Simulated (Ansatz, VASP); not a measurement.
## Two plane-wave programs on BeRh2

The input INCAR:

```
SYSTEM = BeRh2
  ALGO = Normal
  EDIFF = 1E-6
  ENCUT = 520
  GGA = PE
  ISIF = 2
  ISMEAR = 0
  LASPH = .TRUE.
  LCHARG = .TRUE.
  LELF = .TRUE.
  LREAL = .FALSE.
  LVHAR = .TRUE.
  LWAVE = .FALSE.
  NBANDS = 41
  NELM = 60
  PREC = Accurate
  SIGMA = 0.1
```

KPOINTS

```
k-points
0
G
  6 6 6
  0 0 0
```

POSCAR

```
BeRh2
1.0
   -1.9046789837      1.9046789837      4.7876131706
    1.9046789837     -1.9046789837      4.7876131706
    1.9046789837      1.9046789837     -4.7876131706
Be Rh
2 4
Direct
    0.0000000000      0.0000000000      0.0000000000
    0.7500000000      0.2500000000      0.5000000000
    0.2066000000      0.2066000000      0.0000000000
    0.9566000000      0.4566000000      0.5000000000
    0.5434000000      0.0434000000      0.5000000000
    0.7934000000      0.7934000000      0.0000000000
```

Input for Ansatz:

```yaml
crystal:
  lattice:
    - [-1.9046789837, 1.9046789837, 4.7876131706]
    - [1.9046789837, -1.9046789837, 4.7876131706]
    - [1.9046789837, 1.9046789837, -4.7876131706]
  atoms:
    - { symbol: Be, position: [0.0, 0.0, 0.0] }
    - { symbol: Be, position: [0.75, 0.25, 0.5] }
    - { symbol: Rh, position: [0.2066, 0.2066, 0.0] }
    - { symbol: Rh, position: [0.9566, 0.4566, 0.5] }
    - { symbol: Rh, position: [0.5434, 0.0434, 0.5] }
    - { symbol: Rh, position: [0.7934, 0.7934, 0.0] }
basis:
  ecutwfc: 420
kpoints:
  mp_grid: { grid: [6, 6, 6] }
hamiltonian:
  xc: pbe
scf:
  occupations: { method: gaussian, width: 0.1 }
  lower_state_search: "off"
output:
  forces: true
  stress: true
  eigenvalues: true
```

Alike in both runs: task single point; functional PBE; k mesh 6 × 6 × 6; occupations gaussian, width 0.1 eV; no spin polarisation.

```csv
,VASP,Ansatz
version,VASP 6.6.1,Ansatz 0.2.0
potentials or method,"VASP PAW PBE potentials, release 64 (Be, Rh_pv), cutoff 520 eV","scalar-relativistic, plane waves, PAW"
valence electrons in the cell,64,72
```

```tsv
	VASP	Ansatz	Ansatz less VASP
gap on the k mesh at the Fermi level (eV)	none	none	-
rms of the force components (eV/Å)	2.396	2.381	-0.0153
```

Atom by atom the forces differ by 0.015 eV/Å (rms over components). A gap of «none» marks a metal or a gap that the smearing closes. VASP's potentials hold 64 valence electrons a cell and Ansatz's 72, so a difference there can come from the potentials and not from the codes.

The k mesh is coarse, so the values compare programs but aren't converged.
